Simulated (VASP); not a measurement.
A run of VASP 6.6.1 is set up as follows.

File INCAR:

```
SYSTEM = AlGa3N4
PREC     = Accurate       ! precision mode
ENCUT    = 520            ! plane-wave cutoff, eV
EDIFF    = 1E-6           ! SCF threshold, eV
ISMEAR   = 0              ! smearing method
SIGMA    = 0.02           ! smearing width, eV
LREAL    = .False.        ! projectors in reciprocal space
LASPH    = .True.         ! aspherical terms in the spheres
NELM     = 100            ! most SCF steps
ALGO     = Normal         ! electronic algorithm
ISIF     = 2              ! what is computed and relaxed
LWAVE    = .False.        ! write WAVECAR
LCHARG   = .False.        ! write CHGCAR
GGA      = PS             ! functional
NBANDS   = 41             ! bands
```

KPOINTS

```
regular mesh
0
Gamma
  6 8 6
  0 0 0
```

The input POSCAR:

```
AlGa3N4
1.0
    4.9945243377      0.0000000000     -0.0004067506
    0.0000000000      3.0757177235      0.0000000000
   -0.0040417044      0.0000000000      5.3219459623
Al Ga N
1 3 4
Direct
    0.0010569687      0.5000000000      0.6675532861
    0.4990099025      0.5000000000      0.3352075459
    0.4987172513      0.0000000000      0.8312235203
    0.9997702745      0.0000000000      0.1659571655
    0.1194576023      0.5000000000      0.3401641680
    0.1175361388      0.0000000000      0.8262608653
    0.6202402306      0.0000000000      0.1660942436
    0.6318116413      0.5000000000      0.6675402056
```

Potentials or basis: VASP PAW PBE potentials, release 64 (Al, Ga_d, N).

Run with:

```bash
$ cat potpaw_PBE.64/Al/POTCAR potpaw_PBE.64/Ga_d/POTCAR potpaw_PBE.64/N/POTCAR > POTCAR
$ mpirun -np 1 vasp_std > vasp.out
```

Problem. What does it give for the band gap on the k mesh?

Solution. 2.98 eV.

Problem. What does it give for the pressure?

Solution. 19.8 GPa.

Forces on the atoms (eV/Å):
```
Al  -0.004  0.000  0.001
Ga   0.003  0.000 -0.004
Ga   0.004  0.000  0.003
Ga  -0.007  0.000  0.004
N    0.011  0.000 -0.022
N    0.017  0.000  0.016
N   -0.002  0.000  0.000
N   -0.022  0.000  0.002
```

Caveat: the cell stands under pressure; the PAW data sets were made with another functional, which shifts forces and pressure a little. A k mesh can miss the band edges.
